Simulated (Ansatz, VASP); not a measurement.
# Two plane-wave programs on CaO

The input POSCAR:

```
CaO
1.0
    0.0000000000      2.4437626300      2.4437626300
    2.4437626300      0.0000000000      2.4437626300
    2.4437626300      2.4437626300      0.0000000000
Ca O
1 1
Direct
    0.0000000000      0.0000000000      0.0000000000
    0.5000000000      0.5000000000      0.5000000000
```

File INCAR.step1:

```
  PREC = Accurate
  ENCUT = 520
  ISMEAR = 1
  SIGMA = 0.1746
  LREAL = F
  LASPH = T
  NELM = 80
  NBANDS = 15
  GGA = PE
  ALGO = Normal
  EDIFF = 1E-4
  LWAVE = T
  LCHARG = F
```

The input INCAR.step2:

```
  PREC = Accurate
  ENCUT = 520
  EDIFF = 1E-6
  ISMEAR = 1
  SIGMA = 0.1746
  LREAL = F
  LASPH = T
  NELM = 80
  ALGO = Normal
  ISIF = 2
  LWAVE = F
  LCHARG = F
  METAGGA = R2SCAN
  LMIXTAU = T
  NBANDS = 15
  ISTART = 1
```

KPOINTS

```
regular mesh
0
Gamma
  9 9 9
```

Input for Ansatz:

```yaml
crystal:
  lattice:
    - [0.0, 2.44376263, 2.44376263]
    - [2.44376263, 0.0, 2.44376263]
    - [2.44376263, 2.44376263, 0.0]
  atoms:
    - { symbol: Ca, position: [0.0, 0.0, 0.0] }
    - { symbol: O, position: [0.5, 0.5, 0.5] }
  symmetry: { tolerance: 0.0003 }
kpoints:
  mp_grid: { grid: [9, 9, 9], shift: [0, 0, 0] }
  band_path:
    path:
      - [0.0, 0.0, 0.0]
      - [0.5, 0.0, 0.5]
      - [0.625, 0.25, 0.625]
      - [0.375, 0.375, 0.75]
      - [0.0, 0.0, 0.0]
      - [0.5, 0.5, 0.5]
      - [0.5, 0.25, 0.75]
      - [0.5, 0.0, 0.5]
    npoints: 8
magnetization:
  spin_polarized: false
scf:
  occupations: { method: cold, width: 0.1746 }
  lower_state_search: "off"
  max_iter: 200
hamiltonian:
  pseudopotentials: { kind: paw }
  xc: r2scan
basis:
  ecutwfc: 500
  fft_grid_basis: typed
output:
  forces: true
  stress: true
  eigenvalues: true
  bader: true
  populations: true
  elf: true
  write_potential: true
  volumetric_format: npy
  dos:
    e_range: [-12, 8]
    de: 0.05
    projected: { site_lists: { Ca: [Ca], O: [O] } }
checkpoint:
  read: saved_state
```

Alike in both runs: task single point; functional r2SCAN; k mesh 9 × 9 × 9; no spin polarisation.

|  | VASP | Ansatz |
| --- | --- | --- |
| version | VASP 6.6.1 | Ansatz 0.2.0 |
| potentials or method | VASP PAW PBE potentials, release 64 (Ca_sv, O), cutoff 520 eV | PAW plane waves |
| occupations | methfessel-paxton of order 1, width 0.1746 eV | cold, width 0.1746 eV |
| valence electrons in the cell | 16 | 16 |

VASP gave:

| Quantity | Value |
| --- | --- |
| gap on the k mesh at the Fermi level (eV) | 4.25 |
| pressure (GPa) | -5.1 |

**Question.** What did Ansatz give for the same quantities?

**Answer.** gap on the k mesh at the Fermi level (eV): 4.26; pressure (GPa): -5.9.

VASP's potentials were made for PBE, not for r2SCAN.
